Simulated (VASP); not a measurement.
The system is I.

```
I
1.0
     3.63503   -2.39502    0.00000
     3.63503    2.39502    0.00000
     0.00000    0.00000    9.79344
I
4
Direct
  0.64930 0.35070 0.38440
  0.14930 0.85070 0.11560
  0.35070 0.64930 0.61560
  0.85070 0.14930 0.88440
```

Base run:

| Property | Result |
| --- | --- |
| Program | VASP 6.6.1 |
| Functional | PBEsol |
| Potentials or basis | VASP PAW PBE potentials, release 64 (I) |
| Cutoff | 520 eV |
| k mesh | 5 × 5 × 2 |
| Occupations | fermi-dirac, width 0.05 eV |
| Spin | no spin polarisation |

Its results: band gap on the k mesh 1.30 eV (least direct gap 1.37 eV); pressure 0.1 GPa; largest force 0.760 eV/Å.

Task: The run is repeated on the same cell with these changes: functional from PBEsol to r2SCANh; k mesh from 5 × 5 × 2 to 4 × 4 × 2. What comes out?

Result: Band gap on the k mesh 2.09 eV (least direct gap 2.28 eV); pressure 0.9 GPa; largest force 0.406 eV/Å.

Several settings changed at once.

Caveats: the PAW data sets were made with another functional, which shifts forces and pressure a little; spin-orbit coupling is left out, which moves the levels of the heavy elements; this functional lacks dispersion, which holds the molecules together, so the pressure and a relaxed volume are unreliable (at least some runs); an odd mesh through Γ misses points on the zone boundary, where band edges can lie (at least some runs).
